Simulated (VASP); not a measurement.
# AlRu (WC type) (P-6m2) in VASP: notebook

AlRu (WC type) is run at these levels: PBE; tasks: single point, relaxation of cell and atoms.

All numbers are computed with VASP 6.6.1; they aren't measurements. Logs are shortened: lines on timing, memory, paths and dates and some standing lists are left out, and cuts for length are marked.

### 1 The cell of the first run

It takes space group P-6m2 (No. 187, hexagonal). Conventional cell: a = 2.764 Å, b = 2.764 Å, c = 3.784 Å, α = 90.00°, β = 90.00°, γ = 120.00°. Ru (site symmetry -6m2) has 6 Al at 2.48 Å and 6 Ru at 2.76 Å within 3.3 Å. Al (site symmetry -6m2) has 6 Ru at 2.48 Å and 6 Al at 2.76 Å within 3.3 Å.

### 2 Single point, PBE

INCAR

```
SYSTEM = AlRu
  ALGO = Normal
  EDIFF = 1E-7
  ENCUT = 520
  GGA = PE
  ISIF = 2
  ISMEAR = -1
  LASPH = .TRUE.
  LCHARG = .FALSE.
  LREAL = .FALSE.
  LWAVE = .FALSE.
  NBANDS = 16
  NELM = 100
  PREC = Accurate
  SIGMA = 0.1
```

KPOINTS

```
k-points
0
G
  14 14 12
  0 0 0
```

POSCAR

```
AlRu
1.0
    2.7641235545      0.0000000000      0.0000000000
   -1.3820617773      2.3938012173      0.0000000000
    0.0000000000      0.0000000000      3.7838973277
Ru Al
1 1
Direct
    0.0000000000      0.0000000000      0.0000000000
    0.3333333333      0.6666666667      0.5000000000
```

Potentials or basis: VASP PAW PBE potentials, release 64 (Ru_pv, Al).

Run with:

```console
$ cat potpaw_PBE.64/Ru_pv/POTCAR potpaw_PBE.64/Al/POTCAR > POTCAR
$ mpirun -np 1 vasp_std > vasp.out
```

OUTCAR:

```text
SYSTEM = AlRu
   EDIFF = 1E-7
   ENCUT = 520
   GGA = PE
   ISIF = 2
   ISMEAR = -1
   LASPH = .TRUE.
   LREAL = .FALSE.
   NELM = 100
   PREC = Accurate

 ion  position               nearest neighbor table
   1  0.000  0.000  0.000-   2 2.48   2 2.48   2 2.48   2 2.48   2 2.48   2 2.48
   2  0.333  0.667  0.500-   1 2.48   1 2.48   1 2.48   1 2.48   1 2.48   1 2.48

  LATTYP: Found a hexagonal cell.
 ALAT       =     2.7641235545
 C/A-ratio  =     1.3689320514

  Lattice vectors:

 A1 = (   2.7641235545,   0.0000000000,   0.0000000000)
 A2 = (  -1.3820617773,   2.3938012173,   0.0000000000)
 A3 = (   0.0000000000,   0.0000000000,   3.7838973277)

Analysis of symmetry for initial positions (statically):
=====================================================================
 Subroutine PRICEL returns:
 Original cell was already a primitive cell.

 Routine SETGRP: Setting up the symmetry group for a
 hexagonal supercell.

 Subroutine GETGRP returns: Found 12 space group operations
 (whereof 12 operations were pure point group operations)
 out of a pool of 24 trial point group operations.

The static configuration has the point symmetry D_3h.

Analysis of symmetry for dynamics (positions and initial velocities):
=====================================================================
 Subroutine PRICEL returns:
 Original cell was already a primitive cell.

 Routine SETGRP: Setting up the symmetry group for a
 hexagonal supercell.

 Subroutine GETGRP returns: Found 12 space group operations
 (whereof 12 operations were pure point group operations)
 out of a pool of 24 trial point group operations.

The dynamic configuration has the point symmetry D_3h.

 Subroutine INISYM returns: Found 12 space group operations
 (whereof 12 operations are pure point group operations),
 and found     1 'primitive' translations

----------------------------------------------------------------------------------------

                                     Primitive cell

  volume of cell :      25.0371

  direct lattice vectors                    reciprocal lattice vectors
     2.764123554  0.000000000  0.000000000     0.361778329  0.208872816  0.000000000
    -1.382061777  2.393801217  0.000000000     0.000000000  0.417745631  0.000000000
     0.000000000  0.000000000  3.783897328     0.000000000  0.000000000  0.264277784

  length of vectors
     2.764123554  2.764123554  3.783897328     0.417745631  0.417745631  0.264277784

  position of ions in fractional coordinates (direct lattice)
     0.000000000  0.000000000  0.000000000
     0.333333333  0.666666667  0.500000000

  ion indices of the primitive-cell ions
   primitive index   ion index
                 1           1
                 2           2

----------------------------------------------------------------------------------------

 KPOINTS: k-points

Automatic generation of k-mesh.
 Grid dimensions read from file:
 generate k-points for:   14   14   12

 Generating k-lattice:

  Cartesian coordinates                     Fractional coordinates (reciprocal lattice)
     0.025841309  0.014919487  0.000000000     0.071428571  0.000000000  0.000000000
     0.000000000  0.029838974  0.000000000     0.000000000  0.071428571  0.000000000
     0.000000000  0.000000000  0.022023149     0.000000000  0.000000000  0.083333333

  Length of vectors
     0.029838974  0.029838974  0.022023149

  Shift w.r.t. Gamma in fractional coordinates (k-lattice)
     0.000000000  0.000000000  0.000000000

 Subroutine IBZKPT returns following result:
 ===========================================

 Found    168 irreducible k-points:

 Following reciprocal coordinates:
            Coordinates               Weight
  0.000000  0.000000  0.000000      1.000000
  0.071429  0.000000  0.000000      6.000000
  0.142857  0.000000  0.000000      6.000000
  0.214286  0.000000  0.000000      6.000000
  0.285714  0.000000  0.000000      6.000000
  0.357143 -0.000000  0.000000      6.000000
[... 16 lines left out ...]
  0.285714  0.285714  0.000000      6.000000
  0.357143  0.285714  0.000000      6.000000
 [... further k-points ...]
   k-points           NKPTS =    168   k-points in BZ     NKDIM =    168   number of bands    NBANDS=     16
   number of dos      NEDOS =    301   number of ions     NIONS =      2
   total plane-waves  NPLWV =  16128
   dimension x,y,z NGX =    24 NGY =   24 NGZ =   28
   dimension x,y,z NGXF=    48 NGYF=   48 NGZF=   56
   ions per type =               1   1
   NGX,Y,Z   is equivalent  to a cutoff of  14.43, 14.43, 12.30 a.u.
   NGXF,Y,Z  is equivalent  to a cutoff of  28.87, 28.87, 24.60 a.u.
 SYSTEM =  AlRu
   PREC   = accura    normal or accurate (medium, high low for compatibility)
   ISTART =      0    job   : 0-new  1-cont  2-samecut
   ICHARG =      2    charge: 1-file 2-atom 10-const
   ISPIN  =      1    spin polarized calculation?
   LNONCOLLINEAR =      F non collinear calculations
   LSORBIT =      F    spin-orbit coupling
   LASPH  =      T    aspherical Exc in radial PAW
   ENCUT  =  520.0 eV  38.22 Ry    6.18 a.u.   5.14  5.14  7.04*2*pi/ulx,y,z
   NELM   =    100;   NELMIN=  2; NELMDL= -5     # of ELM steps
   EDIFF  = 0.1E-06   stopping-criterion for ELM
   LREAL  =      F    real-space projection
   EDIFFG = 0.1E-05   stopping-criterion for IOM
   NSW    =      0    number of steps for IOM
   IBRION =     -1    ionic relax: 0-MD 1-quasi-New 2-CG
   NFREE  =      0    steps in history (QN), initial steepest desc. (CG)
   ISIF   =      2    stress and relaxation
   ISYM   =      2    0-nonsym 1-usesym 2-fastsym
   POTIM  = 0.5000    time-step for ionic-motion
   TEBEG  =    0.0;   TEEND  =   0.0 temperature during run
   PSTRESS=    0.0 pullay stress
   NELECT =      17.0000    total number of electrons
   NUPDOWN=      -1.0000    fix difference up-down
   EMIN   =  10.00;   EMAX   =-10.00  energy-range for DOS
   EFERMI =   0.00;   METHOD = LEGACY
   ISMEAR =    -1;   SIGMA  =   0.10  broadening in eV -4-tet -1-fermi 0-gaus
   EFERMI_NEDOS =   21; number of points for ismear=-14 and -15
   IALGO  =     38    algorithm
   IMIX   =      4    mixing-type and parameters
     AMIX     =   0.40;   BMIX     =  1.00
     AMIX_MAG =   1.60;   BMIX_MAG =  1.00
  volume/ion in A,a.u.               =      12.52        84.48
  Fermi-wavevector in a.u.,A,eV,Ry     =   1.438896  2.719120 28.169811  2.070423
  Thomas-Fermi vector in A             =   2.557812
   LORBIT       =      0    0 simple, 1 ext, 2 COOP (PROOUT), +10 PAW based schemes
   GGA     = PE    functional components
   LHFCALC =     F    Hartree Fock is set to
   AEXX    =    0.0000 exact exchange contribution
   IVDW    =     0    specifies the selected vdW correction
   LEPSILON=     F    determine dielectric tensor
   LRPA    =     F    only Hartree local field effects (RPA)
 non-spin polarized calculation
  energy-cutoff  :      520.00
  volume of cell :       25.04
 maximum number of plane-waves:       687
 NGX is ok and might be reduce to    24
   NGX = 11   NGY = 11   NGZ = 15

 number of electron      17.0000005 magnetization

 Free energy of the ion-electron system (eV)
  ---------------------------------------------------
  ext. energy  EPLUGINS =         0.00000000
  ---------------------------------------------------
  free energy    TOTEN  =       -13.66218412 eV

  energy without entropy =      -13.62915726  energy(sigma->0) =      -13.64567069

 E-fermi :  12.0094     XC(G=0): -12.8994

 val. band max:       12.0059064673   @ k =   0.2857   0.0000   0.0833
 cond. band min:      12.0115152575   @ k =   0.4286   0.1429   0.4167
 fundamental gap:      0.0056087902
 Fermi energy:        12.0093749690

 k-point     1 :       0.0000    0.0000    0.0000
  band No.  band energies     occupation
      1     -30.1932      2.00000
      2     -30.0129      2.00000
      3     -30.0129      2.00000
      4       1.4589      2.00000
      5       7.2155      2.00000
      6      10.0223      2.00000
[... 8 lines left out ...]
     15      25.7262      0.00000
     16      27.3688      0.00000

 k-point     2 :       0.0714    0.0000    0.0000
  band No.  band energies     occupation
      1     -30.1884      2.00000
      2     -30.0451      2.00000
      3     -30.0204      2.00000
      4       1.6020      2.00000
      5       7.3451      2.00000
      6       9.8843      2.00000
[... 8 lines left out ...]
     15      25.7403      0.00000
     16      28.0863      0.00000

 k-point     3 :       0.1429    0.0000    0.0000
  band No.  band energies     occupation
      1     -30.1751      2.00000
      2     -30.1345      2.00000
      3     -30.0414      2.00000
      4       2.0215      2.00000
      5       7.6829      2.00000
      6       9.5575      2.00000
[... 8 lines left out ...]
     15      25.8069      0.00000
     16      28.0828      0.00000

 k-point     4 :       0.2143    0.0000    0.0000
  band No.  band energies     occupation
      1     -30.2622      2.00000
      2     -30.1559      2.00000
      3     -30.0715      2.00000
      4       2.6896      2.00000
      5       7.9909      2.00000
      6       9.2034      2.00000
[... 8 lines left out ...]
     15      25.6622      0.00000
     16      26.7542      0.00000

 k-point     5 :       0.2857    0.0000    0.0000
  band No.  band energies     occupation
      1     -30.4018      2.00000
      2     -30.1345      2.00000
      3     -30.1048      2.00000
      4       3.5606      2.00000
      5       7.8913      2.00000
      6       8.5461      2.00000
[... 8 lines left out ...]
     15      25.4045      0.00000
     16      25.7358      0.00000

 k-point     6 :       0.3571   -0.0000    0.0000
  band No.  band energies     occupation
      1     -30.5258      2.00000
      2     -30.1346      2.00000
      3     -30.1151      2.00000
      4       4.5554      2.00000
      5       7.6246      2.00000
      6       8.0633      2.00000
[... 8 lines left out ...]
     15      25.1018      0.00000
     16      25.1888      0.00000

 k-point     7 :       0.4286    0.0000    0.0000
  band No.  band energies     occupation
      1     -30.6106      2.00000
      2     -30.1552      2.00000
      3     -30.1017      2.00000
      4       5.4844      2.00000
      5       7.5379      2.00000
      6       7.7681      2.00000
[... 8 lines left out ...]
     15      24.8276      0.00000
     16      25.0921      0.00000

 k-point     8 :       0.5000    0.0000    0.0000
  band No.  band energies     occupation
      1     -30.6407      2.00000
      2     -30.1625      2.00000
      3     -30.0969      2.00000
      4       5.8974      2.00000
      5       7.6688      2.00000
      6       7.7090      2.00000
[... 8 lines left out ...]
     15      24.7714      0.00000
     16      25.0885      0.00000

 k-point     9 :       0.0714    0.0714    0.0000
  band No.  band energies     occupation
      1     -30.1794      2.00000
      2     -30.1046      2.00000
      3     -30.0359      2.00000
      4       1.8834      2.00000
      5       7.5848      2.00000
      6       9.6344      2.00000
[... 8 lines left out ...]
     15      26.2740      0.00000
     16      28.4636      0.00000
[... 172 lines left out ...]
 k-point    19 :       0.4286    0.1429    0.0000
  band No.  band energies     occupation
      1     -30.6021      2.00000
      2     -30.2384      2.00000
      3     -30.0926      2.00000
      4       6.3494      2.00000
      5       7.8939      2.00000
      6       7.9137      2.00000
[... 8 lines left out ...]
     15      24.6603      0.00000
     16      26.6868      0.00000

 k-point    20 :       0.2143    0.2143    0.0000
  band No.  band energies     occupation
      1     -30.4866      2.00000
      2     -30.2169      2.00000
      3     -30.1101      2.00000
      4       4.8610      2.00000
      5       8.1662      2.00000
      6       8.2814      2.00000
[... 8 lines left out ...]
     15      25.0044      0.00000
     16      28.6858      0.00000

 k-point    21 :       0.2857    0.2143    0.0000
  band No.  band energies     occupation
      1     -30.5322      2.00000
      2     -30.2763      2.00000
      3     -30.0969      2.00000
      4       5.8699      2.00000
      5       8.0089      2.00000
      6       8.1842      2.00000
[... 8 lines left out ...]
     15      24.6570      0.00000
     16      27.4795      0.00000

 k-point    22 :       0.3571    0.2143    0.0000
  band No.  band energies     occupation
      1     -30.5541      2.00000
      2     -30.3125      2.00000
      3     -30.0896      2.00000
      4       6.6996      2.00000
      5       8.0072      2.00000
      6       8.1641      2.00000
[... 8 lines left out ...]
     15      24.4843      0.00000
     16      26.6842      0.00000

 k-point    23 :       0.2857    0.2857    0.0000
  band No.  band energies     occupation
      1     -30.5189      2.00000
      2     -30.3572      2.00000
      3     -30.0885      2.00000
      4       6.8243      2.00000
      5       8.0423      2.00000
      6       8.3517      2.00000
[... 8 lines left out ...]
     15      24.3292      0.00000
     16      26.2425      0.00000

 k-point    24 :       0.3571    0.2857    0.0000
  band No.  band energies     occupation
      1     -30.4982      2.00000
      2     -30.4021      2.00000
      3     -30.0855      2.00000
      4       7.3741      2.00000
      5       8.0804      2.00000
      6       8.4374      2.00000
[... 8 lines left out ...]
     15      24.0702      0.00000
     16      25.7129      0.00000

 [... further k-points ...]

------------------------ aborting loop because EDIFF is reached ----------------------------------------

  FORCE on cell =-STRESS in cart. coord.  units (eV):
  Direction    XX          YY          ZZ          XY          YZ          ZX
  --------------------------------------------------------------------------------------
  -------------------------------------------------------------------------------------
  Total        4.6898398      4.6898398      4.6946916     -0.0000000      0.0000000      0.0000000
  in kB      300.1122437    300.1122437    300.4227191     -0.0000000      0.0000000      0.0000000
  external PRESSURE =     300.2157355 kB  Pullay stress =       0.0000000 kB

 VOLUME and BASIS-vectors are now :
 -----------------------------------------------------------------------------
  energy-cutoff  :      520.00
  volume of cell :       25.04
      direct lattice vectors                 reciprocal lattice vectors
     2.764123554  0.000000000  0.000000000     0.361778329  0.208872816  0.000000000
    -1.382061777  2.393801217  0.000000000     0.000000000  0.417745631  0.000000000
     0.000000000  0.000000000  3.783897328     0.000000000  0.000000000  0.264277784

 POSITION                                       TOTAL-FORCE (eV/Angst)
 -----------------------------------------------------------------------------------
      0.00000      0.00000      0.00000         0.000000      0.000000      0.000000
     -0.00000      1.59587      1.89195        -0.000000      0.000000      0.000000
 -----------------------------------------------------------------------------------
    total drift:                                0.000000     -0.000000      0.000000

  FREE ENERGIE OF THE ION-ELECTRON SYSTEM (eV)
  ---------------------------------------------------
  free  energy   TOTEN  =       -13.6621841197 eV

  energy  without entropy=      -13.6291572621  energy(sigma->0) =      -13.64567069
```

Run time: 81 s. Hardware: 1 thread of Intel Xeon 8259CL, shared host; peak memory 0.19 GiB.

Results:

```
Free energy            : -13.6622 eV
Pressure               : 30.0 GPa
Band gap on the k mesh : zero (an odd number of electrons rules out a gap without spin polarisation)
```

Caveat: the cell stands under pressure; an empty level that is flat over the whole mesh can mark a ghost state of the potentials, or a narrow d or f band.

### 3 Single point, PBE

INCAR

```
SYSTEM = AlRu
ALGO = Normal
EDIFF = 1E-7
ENCUT = 520
GGA = PE
ISIF = 2
ISMEAR = -1
LASPH = .True.
LCHARG = .False.
LREAL = .False.
LWAVE = .False.
NBANDS = 16
NELM = 80
PREC = Accurate
SIGMA = 0.1
```

KPOINTS

```
k-points
0
Gamma
  14 14 12
  0 0 0
```

POSCAR

```
AlRu
1.0
    2.7635733333      0.0000000000      0.0000000000
   -1.3817866666      2.3933247119      0.0000000000
    0.0000000000      0.0000000000      3.7837739068
Ru Al
1 1
Direct
    0.0000000000      0.0000000000      0.0000000000
    0.3333333333      0.6666666667      0.5000000000
```

Potentials or basis: VASP PAW PBE potentials, release 64 (Ru_pv, Al).

Run with:

```console
$ cat potpaw_PBE.64/Ru_pv/POTCAR potpaw_PBE.64/Al/POTCAR > POTCAR
$ mpirun -np 1 vasp_std > vasp.out
```

It took 73 s on 1 thread of Intel Xeon 8259CL, shared host; peak memory 0.19 GiB.

Results (log left out):

```
Free energy            : -13.6602 eV
Pressure               : 30.2 GPa
Band gap on the k mesh : zero (an odd number of electrons rules out a gap without spin polarisation)
```

Levels at points of the mesh, in eV from the Fermi level:
```
           k point  band 6  band 7  band 8  band 9  band 10  band 11
(0.00, 0.00, 0.00)   -1.99   -1.99   -0.03    0.07     0.07     7.08
(0.50, 0.00, 0.00)   -4.30   -3.42   -0.84    1.80     4.12     6.14
(0.00, 0.00, 0.50)   -2.28   -1.95   -1.95   -0.25    -0.25    10.10
(0.50, 0.00, 0.50)   -2.47   -1.30   -0.98    0.46     1.81     4.43
```

Caveat: the cell stands under pressure; an empty level that is flat over the whole mesh can mark a ghost state of the potentials, or a narrow d or f band.

[end of part 1 of 2]
